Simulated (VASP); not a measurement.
**AlNi: single point with PBE**

Crystal: AlNi.

```
Al Ni
1.0
     4.61344    0.00000    0.00000
    -2.30672    3.99535    0.00000
     0.00000    0.00000    3.72220
Al Ni
3 3
Direct
  0.50000 0.00000 0.00000
  0.50000 0.50000 0.00000
  0.00000 0.50000 0.00000
  0.00000 0.00000 0.00000
  0.33333 0.66667 0.50000
  0.66667 0.33333 0.50000
```

| Property | Result |
| --- | --- |
| Program | VASP 6.6.1 |
| Task | single point |
| Functional | PBE |
| Potentials or basis | VASP PAW PBE potentials, release 64 (Al, Ni) |
| Cutoff | 600 eV |
| k mesh | 6 × 6 × 6 |
| Occupations | gaussian, width 0.1 eV |
| Spin | collinear spin, ferromagnetic start |
| Starting moments | [0.0, 0.0, 0.0, 2.0, 2.0, 2.0] μB |

```json
{
 "Pressure": "53.1 GPa",
 "Net moment": "0.00 μB per cell",
 "Valence electrons inside the program's atomic spheres": "Al 1.06; Ni 9.55, 9.66 (each value once)"
}
```

Stress tensor (GPa, compression positive):
```
59.06  0.00  0.00
 0.00 59.06  0.00
 0.00  0.00 41.14
```

Levels at points of the mesh, in eV from the Fermi level:
Spin up:
```csv
k point,band 15,band 16,band 17,band 18,band 19,band 20,band 21,band 22,band 23,band 24
"(0.00, 0.00, 0.00)",-1.76,-1.47,-1.47,-0.27,-0.27,0.15,0.71,0.79,0.79,3.86
"(0.50, 0.00, 0.00)",-1.77,-1.53,-1.18,-1.15,0.11,1.17,1.93,3.77,3.98,4.37
"(0.00, 0.00, 0.50)",-2.21,-1.36,-1.20,-1.20,0.21,0.21,1.51,1.96,1.96,3.19
"(0.50, 0.00, 0.50)",-1.90,-1.60,-1.46,-1.28,-0.59,-0.50,0.07,1.08,2.81,4.18
```
Spin down:
```csv
k point,band 16,band 17,band 18,band 19,band 20,band 21,band 22,band 23
"(0.00, 0.00, 0.00)",-1.47,-1.47,-0.27,-0.27,0.15,0.71,0.79,0.79
"(0.50, 0.00, 0.00)",-1.53,-1.18,-1.15,0.11,1.17,1.93,3.77,3.98
"(0.00, 0.00, 0.50)",-1.36,-1.20,-1.20,0.21,0.21,1.51,1.96,1.96
"(0.50, 0.00, 0.50)",-1.60,-1.46,-1.28,-0.59,-0.50,0.07,1.08,2.81
```

It took 2 min on 1 thread of Intel(R) Xeon(R) 6975P-C (Granite Rapids), on a shared host, peak memory 0.31 GiB.

Caveat: the cell stands under pressure.
